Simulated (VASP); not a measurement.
Crystal: Ti.

```
Ti
1.0
     0.00000    2.06500    2.06500
     2.06500    0.00000    2.06500
     2.06500    2.06500    0.00000
Ti
1
Cartesian
  0.0000 0.0000 0.0000
```

This isn't the form of Ti at room conditions, which is hcp.

* Program: VASP 6.6.1
* Task: relaxation of cell and atoms
* Functional: LDA
* Potentials or basis: VASP PAW LDA potentials, release 64 (Ti_sv)
* Cutoff: 500 eV
* k mesh: 8 × 8 × 8
* Occupations: methfessel-paxton, width 0.05 eV
* Spin: no spin polarisation

At the start: pressure -9.9 GPa; volume 17.61 Å³/atom.

Q: How do energy, volume and symmetry change on relaxing?

A: Over 3 steps the energy falls by 53.0 meV/atom and the volume is 16.01 Å³/atom (-9.1 %); space group Fm-3m (No. 225, to 0.1 Å) before and after.

The path:
```csv
step,energy change (eV),largest force (eV/Å),pressure (GPa),volume (Å³)
1,0.0000,0.0000,-9.95,17.61
2,-0.0260,0.0000,8.67,14.97
3,-0.0530,0.0000,-0.01,16.01
```

Final structure:
```
Ti
1.0
     0.00000    2.00054    2.00054
     2.00054    0.00000    2.00054
     2.00054    2.00054    0.00000
Ti
1
Direct
  0.00000 0.00000 0.00000
```
